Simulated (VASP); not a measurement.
A run of VASP 6.6.1 is set up as follows.

INCAR

```
ALGO = Normal
EDIFF = 1E-6
ENCUT = 520
GGA = PE
ISIF = 2
ISMEAR = 0
LASPH = True
LCHARG = True
LELF = True
LREAL = False
LVHAR = True
LWAVE = False
NBANDS = 30
NELM = 100
PREC = Accurate
SIGMA = 0.1
```

KPOINTS

```
k-points
0
Gamma
  12 12 12
```

Contents of POSCAR:

```
SiGeTe2S2
1.0
   -2.4292750065      2.4292750065      5.8907410799
    2.4292750065     -2.4292750065      5.8907410799
    2.4292750065      2.4292750065     -5.8907410799
Si Ge Te S
1 1 2 2
Direct
    0.5000000000      0.5000000000      0.0000000000
    0.0000000000      0.0000000000      0.0000000000
    0.7443465846      0.7443465846      0.0000000000
    0.2556534154      0.2556534154      0.0000000000
    0.5000000000      0.0000000000      0.5000000000
    0.0000000000      0.5000000000      0.5000000000
```

Potentials or basis: VASP PAW PBE potentials, release 64 (Si, Ge_d, Te, S).

The run is started by

```bash
$ cat potpaw_PBE.64/Si/POTCAR potpaw_PBE.64/Ge_d/POTCAR potpaw_PBE.64/Te/POTCAR potpaw_PBE.64/S/POTCAR > POTCAR
$ mpirun -np 1 vasp_std > vasp.out
```

Problem. Predict the largest force.

Solution. 0.006 eV/Å.

Problem. What does it give for the pressure?

Solution. -0.1 GPa.

Forces in eV/Å, atoms in the order of the input:
```
Si   0.000  0.000  0.000
Ge   0.000  0.000  0.000
Te   0.000  0.000  0.006
Te   0.000  0.000 -0.006
S    0.000  0.000  0.000
S    0.000  0.000  0.000
```
